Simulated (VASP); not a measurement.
Input of a VASP 6.6.1 run:

Contents of INCAR:

```
SYSTEM = Cr
  PREC = Accurate
  ENCUT = 520
  EDIFF = 1E-6
  ISMEAR = -1
  SIGMA = 0.1
  LREAL = .FALSE.
  LASPH = .TRUE.
  NELM = 60
  ALGO = Normal
  ISIF = 2
  LWAVE = .FALSE.
  LCHARG = .FALSE.
  GGA = RE
  NBANDS = 25
```

Contents of KPOINTS:

```
regular mesh
0
G
  10 10 15
  0 0 0
```

Contents of POSCAR:

```
Cr
1.0
    4.3644342077      0.0000000000      0.0000000000
   -2.1822171038      3.7797108970      0.0000000000
    0.0000000000      0.0000000000      2.3639782735
Cr
3
Direct
    0.0000000000      1.0000000000      0.0000000000
    0.3333333333      0.6666666667      0.5000000000
    0.6666666667      0.3333333333      0.5000000000
```

Potentials or basis: VASP PAW PBE potentials, release 64 (Cr_pv).

Run with:

```bash
$ cat potpaw_PBE.64/Cr_pv/POTCAR > POTCAR
$ mpirun -np 1 vasp_std > vasp.out
```

(1) Estimate the band gap on the k mesh.

(2) Estimate the pressure.

Results:

(1) zero (bands 18 and 19 overlap by 0.54 eV).

(2) -14.9 GPa.

Caveat: the cell stands under tension; the PAW data sets were made with another functional, which shifts forces and pressure a little; the run has no spin polarisation, though such a crystal can be magnetic.
